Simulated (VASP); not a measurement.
VCrC2: single point with PBEsol

Crystal: VCrC2.

```xyz
4
Lattice="1.4606 0.8433 4.7394 -1.4606 0.8433 4.7394 0.0000 -1.6866 4.7394" Properties=species:S:1:pos:R:3 pbc="T T T"
Cr    0.0000    0.0000    7.1091
V     0.0000    0.0000    0.0000
C     0.0000    0.0000    3.5369
C     0.0000    0.0000   10.6813
```

```json
{"Program": "VASP 6.6.1", "Task": "single point", "Functional": "PBEsol", "Potentials or basis": "VASP PAW PBE potentials, release 64 (Cr_pv, V_sv, C)", "Cutoff": "520 eV", "k mesh": "9 × 9 × 9", "Occupations": "fermi-dirac, width 0.05 eV", "Spin": "collinear spin, ferromagnetic start", "Starting moments": "[6.0, 4.0, 0.0, 0.0] μB", "Fixed moment": "10 μB", "Dipole correction": "no", "Further INCAR settings": "ALGO = Normal; EDIFF = 1e-06; NBANDS = 28"}
```

```json
{
 "Pressure": "102.8 GPa",
 "Largest force": "0.281 eV/Å",
 "Net moment": "10.00 μB per cell",
 "Site moments": "Cr +3.78; V +3.03; C +0.85 μB",
 "Valence electrons inside the program's atomic spheres": "Cr 11.19; V 12.06; C 2.41"
}
```

Forces in eV/Å, atoms in the order of the input:
```
Cr   0.000  0.000  0.000
V    0.000  0.000  0.000
C    0.000  0.000 -0.281
C    0.000  0.000  0.281
```

Stress tensor (GPa, compression positive):
```
100.56   0.00   0.00
  0.00 100.56   0.00
  0.00   0.00 107.40
```

It took 5.7 min on 1 thread of Intel(R) Xeon(R) Platinum 8259CL CPU @ 2.50GHz (Skylake/Cascade Lake), with other jobs on the host, peak memory 0.37 GiB.

Caveat: the cell stands under pressure; the PAW data sets were made with another functional, which shifts forces and pressure a little; the total moment is fixed, so each spin has its own Fermi level.
